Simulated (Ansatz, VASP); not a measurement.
**Lu in VASP and in Ansatz**

```xyz
1
Lattice="0.0000 2.4577 2.4577 2.4577 0.0000 2.4577 2.4577 2.4577 0.0000" Properties=species:S:1:pos:R:3 pbc="T T T"
Lu    0.0000    0.0000    0.0000
```

Alike in both runs: functional BLYP; k mesh 11 × 11 × 11; occupations fermi-dirac, width 0.1 eV; no spin polarisation.

Ansatz relaxed the structure, and its values are those at the end. VASP's run is a single point on that final structure, the one shown.

|  | VASP | Ansatz |
| --- | --- | --- |
| version | VASP 6.6.1 | Ansatz 0.2.0 |
| potentials or method | VASP PAW PBE potentials, release 64 (Lu), cutoff 520 eV | plane waves (420 eV) with PAW, scalar-relativistic |
| valence electrons in the cell | 25 | 25 |

Ansatz gave:

* pressure (GPa): 0.0

Problem. Which values does VASP return?

Solution. Pressure (GPa): 0.2.

VASP's potentials were made for PBE, not for BLYP.

Neither program's run includes spin-orbit coupling.
